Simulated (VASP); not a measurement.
Set up this calculation in VASP 6.6.1, as the native input.

```
Task                   : single point
Functional             : PBE
Potentials or basis    : VASP PAW PBE potentials, release 64 (C, O)
Cutoff                 : 520 eV
k mesh                 : 6 × 6 × 4
Occupations            : gaussian, width 0.02 eV
Spin                   : no spin polarisation
Dipole correction      : no
Further INCAR settings : ALGO = Normal; EDIFF = 1e-06; NBANDS = 25
```

The structure of CO2 lies in POSCAR:

```
CO2
1.0
    2.6165900007     -2.5208564307      0.0000000000
    2.6165900007      2.5208564307      0.0000000000
    0.0000000000      0.0000000000      6.9128448376
C O
2 4
Direct
    0.0357431929     -0.0357431929      0.0152974193
    0.4642568071      0.5357431929      0.5152974193
    0.7567584916      0.2432415084      0.8530770716
    0.2043414738      0.7956585262      0.1316255091
    0.7432415084      0.2567584916      0.3530770716
    0.2956585262      0.7043414738      0.6316255091
```

This cell differs from its parent crystal: strained and its atoms moved.

These files were run (other wordings do the same):

INCAR

```
ALGO = Normal
EDIFF = 1E-6
ENCUT = 520
GGA = PE
ISIF = 2
ISMEAR = 0
LASPH = True
LCHARG = True
LELF = True
LREAL = False
LVHAR = True
LWAVE = False
NBANDS = 25
NELM = 100
PREC = Accurate
SIGMA = 0.02
```

KPOINTS

```
k-points
0
Gamma
  6 6 4
```

Potentials or basis: VASP PAW PBE potentials, release 64 (C, O).

The run is started by

```sh
$ cat potpaw_PBE.64/C/POTCAR potpaw_PBE.64/O/POTCAR > POTCAR
$ mpirun -np 1 vasp_std > vasp.out
```

Results of the run:

```
Pressure               : -17.9 GPa
Largest force          : 7.145 eV/Å
Band gap on the k mesh : 1.04 eV (least direct gap 1.11 eV)
```

Caveat: the cell differs from its parent crystal (strained and its atoms moved); the stress differs along the axes, from -33 to 0 GPa; forces of over 1 eV/Å act on the atoms, so gaps and moduli don't describe the material at rest.

It took 2.4 min on 1 thread of Intel Xeon 8259CL, with other jobs on the host, peak memory 0.22 GiB.
